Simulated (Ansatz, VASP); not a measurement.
**Two plane-wave programs on BP**

The input INCAR:

```
PREC = Accurate
ENCUT = 520
EDIFF = 1E-6
ISMEAR = 0
SIGMA = 0.05
LREAL = False
LASPH = True
NELM = 80
ALGO = Normal
ISIF = 2
LWAVE = False
LCHARG = False
GGA = PE
NBANDS = 11
```

The input KPOINTS:

```
Automatic mesh
0
Gamma
  12 12 12
```

The input POSCAR:

```
BP
1.0
    0.0000000000      2.3148936695      2.2237211043
    2.2237211043      0.0000000000      2.2237211043
    2.2237211043      2.3148936695      0.0000000000
B P
1 1
Direct
    0.0000000000      0.0000000000      0.0000000000
    0.7500000000      0.7500000000      0.7500000000
```

Input for Ansatz:

```yaml
crystal:
  lattice:
    - [0.0, 2.3148936695, 2.2237211043]
    - [2.2237211043, 0.0, 2.2237211043]
    - [2.2237211043, 2.3148936695, 0.0]
  atoms:
    - { symbol: B, position: [0.0, 0.0, 0.0] }
    - { symbol: P, position: [0.75, 0.75, 0.75] }
basis:
  ecutwfc: 520.0
kpoints:
  mp_grid: { grid: [12, 12, 12] }
hamiltonian:
  xc: pbe
scf:
  occupations: { method: gaussian, width: 0.05 }
output:
  forces: true
  stress: true
  eigenvalues: true
  write_density: true
  write_potential: true
  elf: true
  volumetric_format: npy
```

Alike in both runs: task single point; functional PBE; k mesh 12 × 12 × 12; occupations gaussian, width 0.05 eV; no spin polarisation.

|  | VASP | Ansatz |
| --- | --- | --- |
| version | VASP 6.6.1 | Ansatz 0.2.0 |
| potentials or method | VASP PAW PBE potentials, release 64 (B, P), cutoff 520 eV | scalar-relativistic, plane waves, PAW |
| valence electrons in the cell | 8 | 8 |

```tsv
	VASP	Ansatz	Ansatz less VASP
gap on the k mesh at the Fermi level (eV)	0.90	0.91	+0.005
least direct gap on the mesh (eV)	3.23	3.23	+0.004
pressure (GPa)	4.3	4.6	+0.25
traceless stress, the component that is largest in VASP (GPa)	-7.70	-7.69	+0.012
```

With one functional, cell and mesh, what is left measures potentials, basis and numerics.
